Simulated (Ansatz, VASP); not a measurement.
# One calculation of Sn2PbS3, two programs

```
CELL_PARAMETERS angstrom
2.11392 -5.85048 0.00000
2.11392 5.85048 0.00000
0.00000 0.00000 12.77219
ATOMIC_POSITIONS crystal
Sn 0.38000 0.62000 0.58333
Sn 0.38000 0.62000 0.91667
Sn 0.62000 0.38000 0.41667
Sn 0.62000 0.38000 0.08333
Pb 0.38000 0.62000 0.25000
Pb 0.62000 0.38000 0.75000
S 0.15100 0.84900 0.25000
S 0.15100 0.84900 0.58333
S 0.15100 0.84900 0.91667
S 0.84900 0.15100 0.41667
S 0.84900 0.15100 0.75000
S 0.84900 0.15100 0.08333
```

Alike in both runs: task single point; functional PBE; k mesh 4 × 4 × 2; occupations gaussian, width 0.1 eV; no spin polarisation.

|  | VASP | Ansatz |
| --- | --- | --- |
| version | VASP 6.6.1 | Ansatz 0.2.0 |
| potentials or method | VASP PAW PBE potentials, release 64 (Sn_d, Pb_d, S), cutoff 520 eV | scalar-relativistic, plane waves, PAW |
| valence electrons in the cell | 120 | 120 |

```tsv
	VASP	Ansatz	Ansatz less VASP
gap on the k mesh at the Fermi level (eV)	0.67	0.67	+0.003
least direct gap on the mesh (eV)	0.67	0.67	+0.003
pressure (GPa)	-2.6	-2.5	+0.06
traceless stress, the component that is largest in VASP (GPa)	1.00	1.03	+0.022
rms of the force components (eV/Å)	0.323	0.323	-0.0001
```

Atom by atom the forces differ by 0.001 eV/Å (rms over components).

Neither program's run includes spin-orbit coupling.
